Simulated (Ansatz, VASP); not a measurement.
**Two plane-wave programs on SnO**

```xyz
8
Lattice="2.5000 -2.8600 0.0000 2.5000 2.8600 0.0000 0.0000 0.0000 11.1200" Properties=species:S:1:pos:R:3 pbc="T T T"
Sn    0.0000    0.0000    0.0000
Sn    0.0000    0.0000    5.5600
Sn    2.5000   -0.3375    2.8245
Sn    2.5000    0.3375    8.3845
O     3.4000   -1.4300    4.2256
O     1.6000    1.4300    9.7856
O     1.6000   -1.4300    4.2256
O     3.4000    1.4300    9.7856
```

Alike in both runs: task electric field gradients; functional PBE; k mesh 8 × 8 × 3; occupations fermi-dirac, width 0.02 eV; no spin polarisation.

|  | VASP | Ansatz |
| --- | --- | --- |
| version | VASP 6.6.1 | Ansatz 0.2.0 |
| potentials or method | VASP PAW PBE potentials, release 64 (Sn_d, O) | plane-wave PAW, scalar-relativistic |
| plane-wave cutoff (eV) | 520 | 420 |
| valence electrons in the cell | 80 | 80 |

```csv
,VASP,Ansatz,Ansatz less VASP
pressure (GPa),10.2,10.0,-0.17
"traceless stress, the component that is largest in VASP (GPa)",20.43,20.53,+0.101
rms of the force components (eV/Å),3.723,3.700,-0.0231
size of Vzz on the site where it differs most (V/Å²),320.5,332.3,+11.74
```

Atom by atom the forces differ by 0.044 eV/Å (rms over components).
